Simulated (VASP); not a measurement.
Wanted: the native input for a VASP 6.6.1 run.

```yaml
Task: single point
Functional: PBE
Potentials_or_basis: VASP PAW PBE potentials, release 64 (Ti_sv)
Cutoff: 520 eV
k_mesh: 15 × 15 × 14
Occupations: fermi-dirac, width 0.08 eV
Spin: no spin polarisation
Dipole_correction: no
Further_INCAR_settings: ALGO = Normal; EDIFF = 1e-06; NBANDS = 12
```

The structure of Ti lies in POSCAR:

```
Ti
1.0
    2.5086261649      0.0000000000      0.0000000000
   -1.2543130825      2.1725339874      0.0000000000
    0.0000000000      0.0000000000      2.4681548250
Ti
1
Direct
    0.0000000000      0.0000000000      0.0000000000
```

This cell differs from its parent crystal: volume scaled by 0.76.

The input as run:

INCAR

```
PREC = Accurate ; ENCUT = 520
EDIFF = 1E-6 ; ISMEAR = -1
SIGMA = 0.08 ; LREAL = False
LASPH = True ; NELM = 60
ALGO = Normal ; ISIF = 2
LWAVE = False ; LCHARG = False
GGA = PE ; NBANDS = 12
```

KPOINTS

```
Automatic mesh
0
Gamma
  15 15 14
```

Potentials or basis: VASP PAW PBE potentials, release 64 (Ti_sv).

Run with:

```bash
$ cat potpaw_PBE.64/Ti_sv/POTCAR > POTCAR
$ mpirun -np 1 vasp_std > vasp.out
```

Results of the run:

```yaml
Pressure: 40.8 GPa
Band_gap_on_the_k_mesh: zero (band 6 reaches 11.32 eV, above the bottom of band 7 at 10.65 eV)
```

Run time: 12 s on 1 thread of Intel(R) Xeon(R) 6975P-C (Granite Rapids), on a shared host, peak memory 0.14 GiB.
